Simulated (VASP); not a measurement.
Runs of VASP 6.6.1 on C. The structure is that of space group Im-3m (No. 229), or close to it. The cells are those of the table. 

```tsv
cell	gap on the mesh (eV)	pressure (GPa)	largest force (eV/Å)
a = 4.210, b = 4.140, c = 4.140 Å, angles 108.8, 109.5, 109.5°, 8 atoms	(b)	0.6	0.10
a = 4.196, b = 4.154, c = 4.154 Å, angles 109.1, 109.5, 109.5°, 8 atoms	2.91	0.5	0.07
a = 4.182, b = 4.168, c = 4.168 Å, angles 109.3, 109.5, 109.5°, 8 atoms	(c)	0.5	0.05
a = 4.119, b = 4.231, c = 4.231 Å, angles 110.5, 109.5, 109.5°, 8 atoms	(a)	0.6	0.13
a = 4.147, b = 4.203, c = 4.203 Å, angles 110.0, 109.5, 109.5°, 8 atoms	2.87	0.5	0.09
a = 4.217, b = 4.133, c = 4.133 Å, angles 108.7, 109.5, 109.5°, 8 atoms	2.79	0.6	0.11
a = 4.189, b = 4.161, c = 4.161 Å, angles 109.2, 109.5, 109.5°, 8 atoms	2.95	0.5	0.06
a = 4.224, b = 4.126, c = 4.126 Å, angles 108.5, 109.5, 109.5°, 8 atoms	2.75	0.6	0.12
```

Alike in all rows: task single point; level LDA; potentials or basis VASP PAW LDA potentials, release 64 (C_h); no spin polarisation; k mesh 8 × 8 × 8; cutoff (eV) 910; smearing gaussian 0.05 eV.

Problem. Estimate the missing entries.

Solution. (a) 2.71; (b) 2.83; (c) 2.99.

Caveats: the cutoff is under 1.25 times the usual one of these potentials, so pressure, stress and relaxed cells hold a basis-set (Pulay) error.

A k mesh can miss the band edges.
